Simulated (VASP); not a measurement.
# Be (P6_3/mmc) in VASP: notebook

The runs below take Be through relaxation of cell and atoms, with PBE.

Everything below comes from runs of VASP 6.6.1. Logs are shortened: lines on timing, memory, paths and dates and some standing lists are left out, and cuts for length are marked.

### Step 1. The cell of the first run

Symmetry: P6_3/mmc, No. 194, hexagonal system. Conventional cell: a = 2.007 Å, b = 2.007 Å, c = 3.252 Å, α = 90.00°, β = 90.00°, γ = 120.00°. Within 2.6 Å of Be (site symmetry -6m2) lie 12 Be at 2.00 to 2.01 Å.

### Step 2. Relaxation of cell and atoms, PBE, target pressure 69 GPa, at which the enthalpy is minimised

The input, INCAR:

```
PREC = Accurate ; ENCUT = 600
EDIFF = 1E-7 ; ISMEAR = -1
SIGMA = 0.05 ; LREAL = F
LASPH = T ; NELM = 100
ALGO = Normal ; ISIF = 3
LWAVE = F ; LCHARG = F
GGA = PE ; IBRION = 2
NSW = 60 ; EDIFFG = -0.005
PSTRESS = 690.0
```

The input, KPOINTS:

```
regular mesh
0
Gamma
  22 22 12
```

The input, POSCAR:

```
Be
1.0
    2.0071091114      0.0000000000      0.0000000000
   -1.0035545557      1.7382074786      0.0000000000
    0.0000000000      0.0000000000      3.2515167604
Be
2
Direct
    0.3333333333      0.6666666667      0.2500000000
    0.6666666667      0.3333333333      0.7500000000
```

Potentials or basis: VASP PAW PBE potentials, release 64 (Be).

Run with:

```
$ cat potpaw_PBE.64/Be/POTCAR > POTCAR
$ mpirun -np 1 vasp_std > vasp.out
```

OUTCAR:

```text
PREC = Accurate
   ENCUT = 600
   EDIFF = 1E-7
   ISMEAR = -1
   LREAL = F
   LASPH = T
   NELM = 100
   ISIF = 3
   GGA = PE
   IBRION = 2
   NSW = 60
   EDIFFG = -0.005
   PSTRESS = 690.0

 ion  position               nearest neighbor table
   1  0.333  0.667  0.250-   2 2.00   2 2.00   2 2.00   2 2.00   2 2.00   2 2.00
   2  0.667  0.333  0.750-   1 2.00   1 2.00   1 2.00   1 2.00   1 2.00   1 2.00

  LATTYP: Found a hexagonal cell.
 ALAT       =     2.0071091114
 C/A-ratio  =     1.6200000000

  Lattice vectors:

 A1 = (   2.0071091114,   0.0000000000,   0.0000000000)
 A2 = (  -1.0035545557,   1.7382074786,   0.0000000000)
 A3 = (   0.0000000000,   0.0000000000,   3.2515167604)

Analysis of symmetry for initial positions (statically):
=====================================================================
 Subroutine PRICEL returns:
 Original cell was already a primitive cell.

 Routine SETGRP: Setting up the symmetry group for a
 hexagonal supercell.

 Subroutine GETGRP returns: Found 24 space group operations
 (whereof 12 operations were pure point group operations)
 out of a pool of 24 trial point group operations.

The static configuration has the point symmetry D_3d.
 The point group associated with its full space group is D_6h.

Analysis of symmetry for dynamics (positions and initial velocities):
=====================================================================
 Subroutine PRICEL returns:
 Original cell was already a primitive cell.

 Routine SETGRP: Setting up the symmetry group for a
 hexagonal supercell.

 Subroutine GETGRP returns: Found 24 space group operations
 (whereof 12 operations were pure point group operations)
 out of a pool of 24 trial point group operations.

The dynamic configuration has the point symmetry D_3d.
 The point group associated with its full space group is D_6h.

 Subroutine INISYM returns: Found 24 space group operations
 (whereof 12 operations are pure point group operations),
 and found     1 'primitive' translations

----------------------------------------------------------------------------------------

                                     Primitive cell

  volume of cell :      11.3438

  direct lattice vectors                    reciprocal lattice vectors
     2.007109111  0.000000000  0.000000000     0.498229017  0.287652657  0.000000000
    -1.003554556  1.738207479  0.000000000     0.000000000  0.575305314  0.000000000
     0.000000000  0.000000000  3.251516760     0.000000000  0.000000000  0.307548776

  length of vectors
     2.007109111  2.007109111  3.251516760     0.575305314  0.575305314  0.307548776

  position of ions in fractional coordinates (direct lattice)
     0.333333333  0.666666667  0.250000000
     0.666666667  0.333333333  0.750000000

  ion indices of the primitive-cell ions
   primitive index   ion index
                 1           1
                 2           2

----------------------------------------------------------------------------------------

 KPOINTS: regular mesh

Automatic generation of k-mesh.
 Grid dimensions read from file:
 generate k-points for:   22   22   12

 Generating k-lattice:

  Cartesian coordinates                     Fractional coordinates (reciprocal lattice)
     0.022646774  0.013075121  0.000000000     0.045454545  0.000000000  0.000000000
     0.000000000  0.026150242  0.000000000     0.000000000  0.045454545  0.000000000
     0.000000000  0.000000000  0.025629065     0.000000000  0.000000000  0.083333333

  Length of vectors
     0.026150242  0.026150242  0.025629065

  Shift w.r.t. Gamma in fractional coordinates (k-lattice)
     0.000000000  0.000000000  0.000000000

 Subroutine IBZKPT returns following result:
 ===========================================

 Found    364 irreducible k-points:

 Following reciprocal coordinates:
            Coordinates               Weight
  0.000000  0.000000  0.000000      1.000000
  0.045455  0.000000  0.000000      6.000000
  0.090909  0.000000  0.000000      6.000000
  0.136364 -0.000000  0.000000      6.000000
  0.181818  0.000000  0.000000      6.000000
  0.227273  0.000000  0.000000      6.000000
[... 16 lines left out ...]
  0.090909  0.090909  0.000000      6.000000
  0.136364  0.090909  0.000000     12.000000
 [... further k-points ...]
   k-points           NKPTS =    364   k-points in BZ     NKDIM =    364   number of bands    NBANDS=      6
   number of dos      NEDOS =    301   number of ions     NIONS =      2
   total plane-waves  NPLWV =   7168
   dimension x,y,z NGX =    16 NGY =   16 NGZ =   28
   dimension x,y,z NGXF=    32 NGYF=   32 NGZF=   56
   ions per type =               2
   NGX,Y,Z   is equivalent  to a cutoff of  13.25, 13.25, 14.32 a.u.
   NGXF,Y,Z  is equivalent  to a cutoff of  26.51, 26.51, 28.63 a.u.
 SYSTEM =  unknown system
   PREC   = accura    normal or accurate (medium, high low for compatibility)
   ISTART =      0    job   : 0-new  1-cont  2-samecut
   ICHARG =      2    charge: 1-file 2-atom 10-const
   ISPIN  =      1    spin polarized calculation?
   LNONCOLLINEAR =      F non collinear calculations
   LSORBIT =      F    spin-orbit coupling
   LASPH  =      T    aspherical Exc in radial PAW
   ENCUT  =  600.0 eV  44.10 Ry    6.64 a.u.   4.01  4.01  6.49*2*pi/ulx,y,z
   NELM   =    100;   NELMIN=  2; NELMDL= -5     # of ELM steps
   EDIFF  = 0.1E-06   stopping-criterion for ELM
   LREAL  =      F    real-space projection
   EDIFFG = -.5E-02   stopping-criterion for IOM
   NSW    =     60    number of steps for IOM
   IBRION =      2    ionic relax: 0-MD 1-quasi-New 2-CG
   NFREE  =      1    steps in history (QN), initial steepest desc. (CG)
   ISIF   =      3    stress and relaxation
   ISYM   =      2    0-nonsym 1-usesym 2-fastsym
   POTIM  = 0.5000    time-step for ionic-motion
   TEBEG  =    0.0;   TEEND  =   0.0 temperature during run
   PSTRESS=  690.0 pullay stress
   NELECT =       4.0000    total number of electrons
   NUPDOWN=      -1.0000    fix difference up-down
   EMIN   =  10.00;   EMAX   =-10.00  energy-range for DOS
   EFERMI =   0.00;   METHOD = LEGACY
   ISMEAR =    -1;   SIGMA  =   0.05  broadening in eV -4-tet -1-fermi 0-gaus
   EFERMI_NEDOS =   21; number of points for ismear=-14 and -15
   IALGO  =     38    algorithm
   IMIX   =      4    mixing-type and parameters
     AMIX     =   0.40;   BMIX     =  1.00
     AMIX_MAG =   1.60;   BMIX_MAG =  1.00
  volume/ion in A,a.u.               =       5.67        38.28
  Fermi-wavevector in a.u.,A,eV,Ry     =   1.156579  2.185617 18.200173  1.337675
  Thomas-Fermi vector in A             =   2.293198
   LORBIT       =      0    0 simple, 1 ext, 2 COOP (PROOUT), +10 PAW based schemes
   GGA     = PE    functional components
   LHFCALC =     F    Hartree Fock is set to
   AEXX    =    0.0000 exact exchange contribution
   IVDW    =     0    specifies the selected vdW correction
   LEPSILON=     F    determine dielectric tensor
   LRPA    =     F    only Hartree local field effects (RPA)
 conjugate gradient relaxation of ions
 non-spin polarized calculation
  energy-cutoff  :      600.00
  volume of cell :       11.34
 maximum number of plane-waves:       388
   NGX =  9   NGY =  9   NGZ = 13

--------------------------------------- Ionic step        1  -------------------------------------------

 number of electron       4.0000000 magnetization

 Free energy of the ion-electron system (eV)
  ---------------------------------------------------
  ext. energy  EPLUGINS =         0.00000000
  ---------------------------------------------------
  free energy    TOTEN  =        -6.75158038 eV

  energy without entropy =       -6.75091604  energy(sigma->0) =       -6.75124821

------------------------ aborting loop because EDIFF is reached ----------------------------------------

  FORCE on cell =-STRESS in cart. coord.  units (eV):
  Direction    XX          YY          ZZ          XY          YZ          ZX
  --------------------------------------------------------------------------------------
  -------------------------------------------------------------------------------------
  Total        5.2545316      5.2545316      4.5420695      0.0000000     -0.0000000     -0.0000000
  in kB      742.1402730    742.1402730    641.5134440      0.0000000     -0.0000000     -0.0000000
  external PRESSURE =      18.5979966 kB  Pullay stress =     690.0000000 kB

 VOLUME and BASIS-vectors are now :
 -----------------------------------------------------------------------------
  energy-cutoff  :      600.00
  volume of cell :       11.34
      direct lattice vectors                 reciprocal lattice vectors
     2.007109111  0.000000000  0.000000000     0.498229017  0.287652657  0.000000000
    -1.003554556  1.738207479  0.000000000     0.000000000  0.575305314  0.000000000
     0.000000000  0.000000000  3.251516760     0.000000000  0.000000000  0.307548776
[... 122 lines left out ...]
  FREE ENERGIE OF THE ION-ELECTRON SYSTEM (eV)
  ---------------------------------------------------
  free  energy   TOTEN  =        -6.7818558675 eV

  energy  without entropy=       -6.7811151338  energy(sigma->0) =       -6.78148550

  enthalpy is  TOTEN    =        -1.8699123374 eV   P V=        4.9119435301

--------------------------------------- Ionic step        5  -------------------------------------------

 number of electron       4.0000000 magnetization

 Free energy of the ion-electron system (eV)
  ---------------------------------------------------
  ext. energy  EPLUGINS =         0.00000000
  ---------------------------------------------------
  free energy    TOTEN  =        -6.78517734 eV

  energy without entropy =       -6.78443905  energy(sigma->0) =       -6.78480820

 E-fermi :  10.1330     XC(G=0): -11.7305

 val. band max:       10.1033028993   @ k =   0.2727   0.2273   0.0833
 cond. band min:      10.2038178809   @ k =   0.2727   0.2727   0.0833
 fundamental gap:      0.1005149816
 Fermi energy:        10.1330094735

 k-point     1 :       0.0000    0.0000    0.0000
  band No.  band energies     occupation
      1      -3.1465      2.00000
      2       4.0963      2.00000
      3      12.1983      0.00000
      4      30.9911      0.00000
      5      30.9911      0.00000
      6      34.4568      0.00000

 k-point     2 :       0.0455    0.0000    0.0000
  band No.  band energies     occupation
      1      -3.0809      2.00000
      2       4.1948      2.00000
      3      12.1961      0.00000
      4      30.3219      0.00000
      5      30.4280      0.00000
      6      34.5040      0.00000
[... 181 lines left out ...]
 k-point    23 :       0.0909    0.0909    0.0000
  band No.  band energies     occupation
      1      -2.3558      2.00000
      2       5.2771      2.00000
      3      12.1513      0.00000
      4      25.6095      0.00000
      5      26.8621      0.00000
      6      34.5379      0.00000

 k-point    24 :       0.1364    0.0909    0.0000
  band No.  band energies     occupation
      1      -1.8918      2.00000
      2       5.9641      2.00000
      3      12.0976      0.00000
      4      23.4919      0.00000
      5      25.6036      0.00000
      6      33.2907      0.00000

 [... further k-points ...]

------------------------ aborting loop because EDIFF is reached ----------------------------------------

  FORCE on cell =-STRESS in cart. coord.  units (eV):
  Direction    XX          YY          ZZ          XY          YZ          ZX
  --------------------------------------------------------------------------------------
  -------------------------------------------------------------------------------------
  Total        4.9166672      4.9166672      4.9170776      0.0000000      0.0000000     -0.0000000
  in kB      690.1977787    690.1977786    690.2553894      0.0000000      0.0000000     -0.0000000
  external PRESSURE =       0.2169823 kB  Pullay stress =     690.0000000 kB

 VOLUME and BASIS-vectors are now :
 -----------------------------------------------------------------------------
  energy-cutoff  :      600.00
  volume of cell :       11.41
      direct lattice vectors                 reciprocal lattice vectors
     2.020628078 -0.000000000 -0.000000000     0.494895627  0.285728124  0.000000000
    -1.010314039  1.749915247  0.000000000     0.000000000  0.571456247  0.000000000
    -0.000000000 -0.000000000  3.227783841     0.000000000  0.000000000  0.309810089

 POSITION                                       TOTAL-FORCE (eV/Angst)
 -----------------------------------------------------------------------------------
     -0.00000      1.16661      0.80695         0.000000     -0.000000      0.000000
      1.01031      0.58331      2.42084        -0.000000      0.000000      0.000000
 -----------------------------------------------------------------------------------
    total drift:                                0.000000     -0.000000      0.000000

  FREE ENERGIE OF THE ION-ELECTRON SYSTEM (eV)
  ---------------------------------------------------
  free  energy   TOTEN  =        -6.7851773426 eV

  energy  without entropy=       -6.7844390506  energy(sigma->0) =       -6.78480820

  enthalpy is  TOTEN    =        -1.8699189897 eV   P V=        4.9152583529

 reached required accuracy - stopping structural energy minimisation
```

It took 31 s on 1 thread of Intel Xeon 8259CL, shared host; peak memory 0.14 GiB.

Results:

| Property | Result |
| --- | --- |
| Free energy | -6.7852 eV |
| Relaxed volume | 5.71 Å³/atom |
| Relaxed cell | a = 2.021 Å, b = 2.021 Å, c = 3.228 Å, α = 90.00°, β = 90.00°, γ = 120.00° |
| Space group after relaxing (to 0.1 Å) | P6_3/mmc (No. 194) |
| Energy change on relaxing (the run minimises the enthalpy) | -16.8 meV/atom |
| Ionic steps | 5 |
| Pressure after relaxing | 69.0 GPa |
| Band gap on the k mesh | zero (bands 2 and 3 overlap by 2.21 eV) |

Step by step:
| step | energy change (eV) | largest force (eV/Å) | pressure (GPa) | volume (Å³) |
| --- | --- | --- | --- | --- |
| 1 | 0.0000 | 0.0000 | 70.86 | 11.34 |
| 2 | -0.0496 | 0.0000 | 68.00 | 11.45 |
| 3 | -0.0402 | 0.0000 | 68.58 | 11.43 |
| 4 | -0.0303 | 0.0000 | 69.24 | 11.41 |
| 5 | -0.0336 | 0.0000 | 69.02 | 11.41 |

Final structure:
```cif
data_structure
_symmetry_space_group_name_H-M 'P 1'
_symmetry_Int_Tables_number 1
_cell_length_a 2.0206
_cell_length_b 2.0206
_cell_length_c 3.2278
_cell_angle_alpha 90.000
_cell_angle_beta 90.000
_cell_angle_gamma 120.000
_cell_volume 11.41
loop_
_atom_site_label
_atom_site_type_symbol
_atom_site_fract_x
_atom_site_fract_y
_atom_site_fract_z
_atom_site_occupancy
Be1 Be 0.33333 0.66667 0.25000 1
Be2 Be 0.66667 0.33333 0.75000 1
```

Caveat: the cell is relaxed towards a set pressure, so the run minimises the enthalpy, not the energy.

(Part 1 of 2 ends here.)

The gap in the log of VASP goes by the Fermi energy; the results here count the filled bands.